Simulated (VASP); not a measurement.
Here is a VASP 6.6.1 calculation.

Contents of POSCAR:

```
LiCl
1.0
    0.0000000000      2.5560369945      2.5560369945
    2.5560369945      0.0000000000      2.5560369945
    2.5560369945      2.5560369945      0.0000000000
Li Cl
1 1
Direct
    0.0000000000      0.0000000000      0.0000000000
    0.5000000000      0.5000000000      0.5000000000
```

The input INCAR.step1:

```
PREC = Accurate
ENCUT = 520
EDIFF = 1E-5
ISMEAR = 0
SIGMA = 0.01
LREAL = False
LASPH = True
NELM = 60
ALGO = Normal
ISIF = 2
LWAVE = True
NBANDS = 12
GGA = PE
```

INCAR.step2

```
PREC = Accurate
ENCUT = 520
EDIFF = 1E-7
ISMEAR = 0
SIGMA = 0.01
LREAL = False
LASPH = True
NELM = 60
ALGO = Normal
ISIF = 2
LWAVE = False
LCHARG = True
GGA = PE
LHFCALC = True
HFSCREEN = 0.2079
PRECFOCK = Normal
IVDW = 12
VDW_S6 = 1.0
VDW_S8 = 2.31
VDW_A1 = 0.383
VDW_A2 = 5.685
LELF = True
LVHAR = True
NBANDS = 12
ISTART = 1
```

File KPOINTS:

```
regular mesh
0
Gamma
  4 4 4
```

Potentials or basis: VASP PAW PBE potentials, release 64 (Li_sv, Cl).

Command:

```console
$ cat potpaw_PBE.64/Li_sv/POTCAR potpaw_PBE.64/Cl/POTCAR > POTCAR
$ cp INCAR.step1 INCAR
$ mpirun -np 1 vasp_std > vasp.out
$ cp INCAR.step2 INCAR
$ mpirun -np 1 vasp_std > vasp.out
```

(1) Predict the dispersion energy per atom.

(2) Estimate the band gap on the k mesh.

Results:

(1) -0.247 eV.

(2) 7.80 eV.

Caveat: the k points lie up to 0.53 Å⁻¹ apart.
